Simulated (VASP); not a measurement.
**TaN: single point with PBE**

TaN:

```
Ta N
1.0
     2.92177    0.00000    0.00000
    -1.46088    2.53033    0.00000
     0.00000    0.00000    5.91652
Ta N
2 2
Cartesian
  0.0000 0.0000 2.9583
  0.0000 0.0000 0.0000
  0.0000 1.6869 1.4791
  1.4609 0.8434 4.4374
```

- Program: VASP 6.6.1
- Task: single point
- Functional: PBE
- Potentials or basis: VASP PAW PBE potentials, release 64 (Ta_pv, N)
- Cutoff: 520 eV
- k mesh: 6 × 6 × 3
- Occupations: fermi-dirac, width 0.05 eV
- Spin: no spin polarisation
- Dipole correction: no
- Further INCAR settings: ALGO = Normal; EDIFF = 1e-06; NBANDS = 24

```json
{"Pressure": "-0.8 GPa", "Band gap on the k mesh": "zero (band 16 reaches 8.78 eV, above the bottom of band 17 at 7.59 eV)"}
```

Stress tensor (GPa, compression positive):
```
-0.23  0.00  0.00
 0.00 -0.23  0.00
 0.00  0.00 -2.09
```

Levels at points of the mesh, in eV from the Fermi level:
```
           k point  band 12  band 13  band 14  band 15  band 16  band 17  band 18  band 19  band 20  band 21
(0.00, 0.00, 0.00)    -4.07    -3.27    -1.76    -1.76    -0.03    -0.03     0.76     0.76     2.55     3.31
(0.50, 0.00, 0.00)    -5.15    -3.93    -3.48    -2.57    -1.90     3.04     4.14     5.00     5.34     5.59
```

Wall time 13 s on 1 thread of Intel(R) Xeon(R) Platinum 8488C (Sapphire Rapids), with other jobs on the host, peak memory 0.17 GiB.

Caveat: the k points lie up to 0.41 Å⁻¹ apart; spin-orbit coupling is left out, which moves the levels of the heavy elements.
